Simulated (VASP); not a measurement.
Set up this calculation in VASP 6.6.1, as the native input.

* Task: relaxation of the atoms
* Functional: PBEsol
* Potentials or basis: VASP PAW PBE potentials, release 64 (Ta_pv)
* Cutoff: 520 eV
* k mesh: 8 × 8 × 1
* Occupations: fermi-dirac, width 0.08 eV
* Spin: no spin polarisation
* Dipole correction: yes
* Further INCAR settings: ALGO = Normal; EDIFF = 1e-06; IBRION = 2; EDIFFG = -0.01; NSW = 60

The structure of Ta lies in POSCAR:

```
Ta
1.0
    4.6404568516      0.0000000000      0.0000000000
   -2.3202284258      4.0187535186      0.0000000000
    0.0000000000      0.0000000000     19.7889000000
Ta
5
Direct
    0.8333333330      0.1666666670      0.4042666053
    0.1666666670      0.8333333330      0.4521333025
    0.5000000000      0.5000000000      0.5000000000
    0.8333333330      0.1666666670      0.5478666975
    0.1666666670      0.8333333330      0.5957333947
```

The input as run:

INCAR

```
ALGO = Normal ; DIPOL = 0.5 0.5 0.500
EDIFF = 1E-6 ; EDIFFG = -0.01
ENCUT = 520 ; GGA = PS
IBRION = 2 ; IDIPOL = 3
ISIF = 2 ; ISMEAR = -1
KPAR = 2 ; LASPH = T
LCHARG = F ; LDIPOL = T
LREAL = F ; LWAVE = F
NELM = 100 ; NSW = 60
PREC = Accurate ; SIGMA = 0.08
```

KPOINTS

```
k-points
0
Gamma
  8 8 1
```

Potentials or basis: VASP PAW PBE potentials, release 64 (Ta_pv).

Run with:

```bash
$ cat potpaw_PBE.64/Ta_pv/POTCAR > POTCAR
$ mpirun -np 2 vasp_std > vasp.out
```

Results of the run:

| Item | Value |
| --- | --- |
| Energy gained by relaxing | 164.0 meV/atom |
| Ionic steps | 9 |
| Largest force after relaxing | 0.003 eV/Å |
| Band gap on the k mesh | zero (an odd number of electrons rules out a gap without spin polarisation) |

Caveat: the PAW data sets were made with another functional, which shifts forces and pressure a little; spin-orbit coupling is left out, which moves the levels of the heavy elements.

Wall time 7.9 min on 2 MPI ranks on Intel(R) Xeon(R) Platinum 8559C (Emerald Rapids), with other jobs on the host, peak memory 0.5 GiB a rank.
